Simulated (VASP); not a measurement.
Input of a VASP 6.6.1 run:

The input INCAR:

```
SYSTEM = TbW
PREC = Accurate ; ENCUT = 500
EDIFF = 1E-7 ; ISMEAR = 0
SIGMA = 0.2 ; LREAL = .FALSE.
LASPH = .TRUE. ; NELM = 200
ALGO = Normal ; ISIF = 3
LWAVE = .FALSE. ; LCHARG = .FALSE.
GGA = PE ; IBRION = 2
NSW = 36 ; EDIFFG = -0.08
GGA_COMPAT = .FALSE. ; NELMIN = 4
LMAXMIX = 6
```

KPOINTS

```
regular mesh
0
G
  6 6 6
  0 0 0
```

File POSCAR:

```
TbW
1.0
    3.4653666300      0.0000000000      0.0000000000
    0.0000000000      3.4653666300      0.0000000000
    0.0000000000      0.0000000000      3.4653666300
Tb W
1 1
Direct
    0.5000000000      0.5000000000      0.5000000000
    0.0000000000      0.0000000000      0.0000000000
```

Potentials or basis: VASP PAW PBE potentials, release 64 (Tb_3, W_sv), 4f in core.

Run with:

```console
$ cat potpaw_PBE.64/Tb_3/POTCAR potpaw_PBE.64/W_sv/POTCAR > POTCAR
$ mpirun -np 1 vasp_std > vasp.out
```

(1) Predict the band gap on the k mesh.

(2) Estimate the relaxed volume.

(3) What does it give for the space group after relaxing (to 0.1 Å)?

(4) Estimate the relaxed cell.

Results:

(1) zero (an odd number of electrons rules out a gap without spin polarisation).

(2) 21.73 Å³/atom.

(3) Pm-3m (No. 221).

(4) a = 3.516 Å, b = 3.516 Å, c = 3.516 Å, α = 90.00°, β = 90.00°, γ = 90.00°.

Caveat: spin-orbit coupling is left out, which moves the levels of the heavy elements; the 4f electrons are frozen in the core, so they carry no moment and show no levels.
